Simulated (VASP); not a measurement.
Here is a VASP 6.6.1 calculation.

File INCAR:

```
SYSTEM = CdSe
ALGO     = Normal         ! electronic algorithm
EDIFF    = 1E-7           ! SCF threshold, eV
ENCUT    = 520            ! plane-wave cutoff, eV
GGA      = RE             ! functional
ISIF     = 2              ! what is computed and relaxed
ISMEAR   = -1             ! smearing method
LASPH    = .TRUE.         ! aspherical terms in the spheres
LCHARG   = .FALSE.        ! write CHGCAR
LREAL    = .FALSE.        ! projectors in reciprocal space
LWAVE    = .FALSE.        ! write WAVECAR
NBANDS   = 16             ! bands
NELM     = 80             ! most SCF steps
PREC     = Accurate       ! precision mode
SIGMA    = 0.05           ! smearing width, eV
```

KPOINTS

```
k-points
0
G
  8 8 8
  0 0 0
```

POSCAR

```
CdSe
1.0
    0.0000000000      3.1301301443      3.1301301443
    3.1301301443      0.0000000000      3.1301301443
    3.1301301443      3.1301301443      0.0000000000
Cd Se
1 1
Direct
    0.0000000000      0.0000000000      0.0000000000
    0.2500000000      0.2500000000      0.2500000000
```

Potentials or basis: VASP PAW PBE potentials, release 64 (Cd, Se).

Command:

```sh
$ cat potpaw_PBE.64/Cd/POTCAR potpaw_PBE.64/Se/POTCAR > POTCAR
$ mpirun -np 1 vasp_std > vasp.out
```

Estimate the pressure.

0.2 GPa.

Estimate the band gap on the k mesh.

0.56 eV, direct.

Caveat: the PAW data sets were made with another functional, which shifts forces and pressure a little. As with any semilocal functional, this revPBE gap is likely too small.
